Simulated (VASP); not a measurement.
# PbO2 (Fm-3m) in VASP: a series of runs, part 2 of 2

VASP 6.6.1. Earlier steps stand in the parts before.

### Step 3. Single point, PBEsol

The input, INCAR:

```
  ALGO = Normal
  EDIFF = 1E-6
  ENCUT = 520
  GGA = PS
  ISIF = 2
  ISMEAR = 1
  LASPH = True
  LCHARG = False
  LREAL = False
  LWAVE = False
  NBANDS = 20
  NELM = 80
  PREC = Accurate
  SIGMA = 0.001
```

The input, KPOINTS:

```
k-points
0
Gamma
  6 6 6
```

The input, POSCAR:

```
PbO2
1.0
    0.0000000000      2.6581699692      2.6581699692
    2.6581699692      0.0000000000      2.6581699692
    2.6581699692      2.6581699692      0.0000000000
Pb O
1 2
Direct
    0.0000000000      0.0000000000      0.0000000000
    0.2500000000      0.2500000000      0.2500000000
    0.7500000000      0.7500000000      0.7500000000
```

Potentials or basis: VASP PAW PBE potentials, release 64 (Pb_d, O).

Run with:

```bash
cat potpaw_PBE.64/Pb_d/POTCAR potpaw_PBE.64/O/POTCAR > POTCAR
mpirun -np 1 vasp_std > vasp.out
```

OUTCAR:

```text
EDIFF = 1E-6
   ENCUT = 520
   GGA = PS
   ISIF = 2
   ISMEAR = 1
   LASPH = True
   LREAL = False
   NELM = 80
   PREC = Accurate

 ion  position               nearest neighbor table
   1  0.000  0.000  0.000-   3 2.30   3 2.30   3 2.30   2 2.30   3 2.30   2 2.30   2 2.30   2 2.30

   2  0.250  0.250  0.250-   1 2.30   1 2.30   1 2.30   1 2.30
   3  0.750  0.750  0.750-   1 2.30   1 2.30   1 2.30   1 2.30

  LATTYP: Found a face centered cubic cell.
 ALAT       =     5.3163399384

  Lattice vectors:

 A1 = (   0.0000000000,   2.6581699692,   2.6581699692)
 A2 = (   2.6581699692,   0.0000000000,   2.6581699692)
 A3 = (   2.6581699692,   2.6581699692,   0.0000000000)

Analysis of symmetry for initial positions (statically):
=====================================================================
 Subroutine PRICEL returns:
 Original cell was already a primitive cell.

 Routine SETGRP: Setting up the symmetry group for a
 face centered cubic supercell.
[... 154 lines left out ...]
  ext. energy  EPLUGINS =         0.00000000
  ---------------------------------------------------
  free energy    TOTEN  =       -16.79212329 eV

  energy without entropy =      -16.79212000  energy(sigma->0) =      -16.79212219

 E-fermi :   6.1321     XC(G=0): -11.6886

 val. band max:        6.1314616860   @ k =  -0.3333   0.5000   0.1667
 cond. band min:       6.6073600975   @ k =   0.1667   0.1667   0.0000
 fundamental gap:      0.4758984115
 Fermi energy:         6.1320542868

 k-point     1 :       0.0000    0.0000    0.0000
  band No.  band energies     occupation
      1     -12.7439      2.00000
      2      -9.5769      2.00000
      3      -9.5769      2.00000
      4      -9.5769      2.00000
      5      -9.5375      2.00000
      6      -9.2742      2.00000
[... 357 lines left out ...]
     19      22.7795      0.00000
     20      22.9773      0.00000

------------------------ aborting loop because EDIFF is reached ----------------------------------------

  FORCE on cell =-STRESS in cart. coord.  units (eV):
  Direction    XX          YY          ZZ          XY          YZ          ZX
  --------------------------------------------------------------------------------------
  -------------------------------------------------------------------------------------
  Total        0.2643428      0.2643428      0.2643428      0.0000000     -0.0000000      0.0000000
  in kB       11.2745673     11.2745673     11.2745673      0.0000000     -0.0000000      0.0000000
  external PRESSURE =      11.2745673 kB  Pullay stress =       0.0000000 kB

 VOLUME and BASIS-vectors are now :
 -----------------------------------------------------------------------------
  energy-cutoff  :      520.00
  volume of cell :       37.56
      direct lattice vectors                 reciprocal lattice vectors
     0.000000000  2.658169969  2.658169969    -0.188099334  0.188099334  0.188099334
     2.658169969  0.000000000  2.658169969     0.188099334 -0.188099334  0.188099334
     2.658169969  2.658169969  0.000000000     0.188099334  0.188099334 -0.188099334

 POSITION                                       TOTAL-FORCE (eV/Angst)
 -----------------------------------------------------------------------------------
      0.00000      0.00000      0.00000        -0.000000     -0.000000     -0.000000
      1.32908      1.32908      1.32908         0.000000      0.000000      0.000000
      3.98725      3.98725      3.98725        -0.000000     -0.000000     -0.000000
 -----------------------------------------------------------------------------------
    total drift:                                0.000000      0.000000      0.000000

  FREE ENERGIE OF THE ION-ELECTRON SYSTEM (eV)
  ---------------------------------------------------
  free  energy   TOTEN  =       -16.7921232866 eV

  energy  without entropy=      -16.7921200033  energy(sigma->0) =      -16.79212219
```

OSZICAR:

```text
N       E                     dE             d eps       ncg     rms          rms(c)
DAV:   1     0.258060694499E+03    0.25806E+03   -0.13718E+04   672   0.160E+03
DAV:   2     0.435856293807E+01   -0.25370E+03   -0.23989E+03   676   0.426E+02
DAV:   3    -0.185970436575E+02   -0.22956E+02   -0.22617E+02   736   0.131E+02
DAV:   4    -0.192348552530E+02   -0.63781E+00   -0.63709E+00   724   0.218E+01
DAV:   5    -0.192533618117E+02   -0.18507E-01   -0.18506E-01   900   0.403E+00    0.885E+00
DAV:   6    -0.168275576998E+02    0.24258E+01   -0.93554E+00   956   0.406E+01    0.281E+00
DAV:   7    -0.168122003171E+02    0.15357E-01   -0.47371E-01   696   0.674E+00    0.167E+00
DAV:   8    -0.167995481254E+02    0.12652E-01   -0.13755E-01   688   0.357E+00    0.720E-01
DAV:   9    -0.167916314653E+02    0.79167E-02   -0.22881E-02   880   0.178E+00    0.126E-01
DAV:  10    -0.167921101510E+02   -0.47869E-03   -0.31868E-03   676   0.403E-01    0.560E-02
DAV:  11    -0.167921244919E+02   -0.14341E-04   -0.87389E-05   748   0.748E-02    0.265E-02
DAV:  12    -0.167921236428E+02    0.84908E-06   -0.26500E-05   744   0.389E-02    0.723E-03
DAV:  13    -0.167921232866E+02    0.35618E-06   -0.24948E-06   620   0.130E-02
   1 F= -.16792123E+02 E0= -.16792122E+02  d E =-.328332E-05
```

Run time: 21 s. Hardware: 1 thread of AMD EPYC 7R13 (Zen 3), shared host; peak memory 0.13 GiB.

What came out:

```yaml
Free_energy: -16.7921 eV
Pressure: 1.1 GPa
Band_gap_on_the_k_mesh: zero (band 13 reaches 6.13 eV, above the bottom of band 14 at 4.82 eV)
```

Caveat: the PAW data sets were made with another functional, which shifts forces and pressure a little; spin-orbit coupling is left out, which moves the levels of the heavy elements.

### Step 4. Single point, HSE06

POSCAR is that of step 3.

The input, INCAR.step1:

```
SYSTEM = PbO2
PREC = Accurate
ENCUT = 520
EDIFF = 1E-5
ISMEAR = -1
SIGMA = 0.02
LREAL = .FALSE.
LASPH = .TRUE.
NELM = 100
ALGO = Normal
ISIF = 2
LWAVE = .TRUE.
LCHARG = .FALSE.
GGA = PE
NBANDS = 20
```

The input, INCAR.step2:

```
SYSTEM = PbO2
PREC = Accurate
ENCUT = 520
EDIFF = 1E-6
ISMEAR = -1
SIGMA = 0.02
LREAL = .FALSE.
LASPH = .TRUE.
NELM = 100
ALGO = Normal
ISIF = 2
LWAVE = .FALSE.
LCHARG = .FALSE.
GGA = PE
LHFCALC = .TRUE.
HFSCREEN = 0.2079
PRECFOCK = Normal
ISTART = 1
NBANDS = 20
```

The input, KPOINTS:

```
regular mesh
0
G
  4 4 4
  0 0 0
```

Run with:

```bash
cat potpaw_PBE.64/Pb_d/POTCAR potpaw_PBE.64/O/POTCAR > POTCAR
cp INCAR.step1 INCAR
mpirun -np 1 vasp_std > vasp.out
cp INCAR.step2 INCAR
mpirun -np 1 vasp_std > vasp.out
```

Run time: 22 min. Hardware: 1 thread of AMD EPYC 7R13 (Zen 3), shared host; peak memory 0.25 GiB.

Results (log left out):

- Free energy: -19.9342 eV
- Pressure: -3.7 GPa
- Band gap on the k mesh: zero (band 13 reaches 5.31 eV, above the bottom of band 14 at 3.90 eV)

Levels at points of the mesh, in eV from the Fermi level:
| k point | band 10 | band 11 | band 12 | band 13 | band 14 | band 15 | band 16 | band 17 |
| --- | --- | --- | --- | --- | --- | --- | --- | --- |
| (0.00, 0.00, 0.00) | -2.34 | -1.51 | -1.44 | -1.44 | -1.44 | 8.57 | 8.57 | 8.57 |
| (0.50, 0.00, 0.00) | -3.26 | -3.26 | -1.70 | -1.70 | 4.12 | 8.84 | 11.60 | 11.60 |
| (0.50, 0.50, 0.00) | -5.21 | -0.40 | -0.22 | -0.22 | 3.10 | 7.94 | 11.07 | 13.24 |

Caveat: the k points lie up to 0.51 Å⁻¹ apart; the PAW data sets were made with another functional, which shifts forces and pressure a little; spin-orbit coupling is left out, which moves the levels of the heavy elements.

### Step 5. Summary

| level | k mesh | smearing | grid for exact exchange (PRECFOCK) | screening parameter | gap on the mesh (eV) | pressure (GPa) |
| --- | --- | --- | --- | --- | --- | --- |
| PBEsol | 6 × 6 × 6 | fermi-dirac 0.02 eV | - | - | none | 1.1 |
| PBEsol | 6 × 6 × 6 | methfessel-paxton 0.001 eV | - | - | none | 1.1 |
| HSE06 | 4 × 4 × 4 | fermi-dirac 0.02 eV | Normal | 0.2079 1/Å | none | -3.7 |

Alike in all rows: task single point; potentials or basis VASP PAW PBE potentials, release 64 (Pb_d, O); no spin polarisation; cell as given; cutoff (eV) 520.

Caveats: some runs use coarse meshes; the PAW data sets were made with another functional, which shifts forces and pressure a little; spin-orbit coupling is left out, which moves the levels of the heavy elements.

Total energies depend on the potentials used, so only differences within one code and one set of settings carry meaning.
